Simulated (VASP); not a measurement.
Li4NbO4, 9 atoms in the cell. It takes space group Cm (No. 8, monoclinic). The conventional cell has a = 10.782 Å, b = 3.260 Å, c = 7.624 Å, α = 90.00°, β = 135.00°, γ = 90.00°. Within 2.3 Å of Li (site symmetry m) lie 3 O at 1.73 to 2.16 Å. Within 2.6 Å of Li (site symmetry m) lie 4 O at 1.92 to 2.04 Å and 2 Li at 2.51 Å. Li (site symmetry m) has 4 O at 1.92 to 2.04 Å and 2 Li at 2.51 Å within 2.6 Å. Within 2.5 Å of Li (site symmetry m) lie 4 O at 1.92 to 2.04 Å and 2 Li at 2.43 Å. Within 2.6 Å of Nb (site symmetry m) lie 4 O at 1.94 Å. Within 2.5 Å of O (site symmetry m) lie 4 Li at 1.92 to 2.04 Å and 1 Nb at 1.94 Å. Within 2.3 Å of O (site symmetry m) lie 4 Li at 1.73 to 2.04 Å and 1 Nb at 1.94 Å. Within 2.5 Å of O (site symmetry m) lie 4 Li at 1.92 to 2.16 Å and 1 Nb at 1.94 Å.  This cell differs from its parent crystal: atom 1 (Li) moved by +0.405 Å along [1 0 0] and -0.203 Å along [0 1 0].

* Program: VASP 6.6.1
* Task: single point
* Functional: PBEsol
* Potentials or basis: VASP PAW PBE potentials, release 64 (Li_sv, Nb_sv, O)
* Cutoff: 520 eV
* k mesh: 10 × 10 × 10
* Occupations: gaussian, width 0.05 eV
* Spin: no spin polarisation
* Dipole correction: no
* Further INCAR settings: ALGO = Normal; EDIFF = 1e-06; NBANDS = 34

Potentials or basis: VASP PAW PBE potentials, release 64 (Li_sv, Nb_sv, O).

Launch:

```console
$ cat potpaw_PBE.64/Li_sv/POTCAR potpaw_PBE.64/Nb_sv/POTCAR potpaw_PBE.64/O/POTCAR > POTCAR
$ mpirun -np 1 vasp_std > vasp.out
```

Hardware: 1 thread of Oxide Virtual Turin-like Processor, on a shared host.

Q: How long does it take, and how much memory?

A: It took 37 min on 1 thread of Oxide Virtual Turin-like Processor, with other jobs on the host, peak memory 0.77 GiB. Counts: scf iterations 16, k points 282.
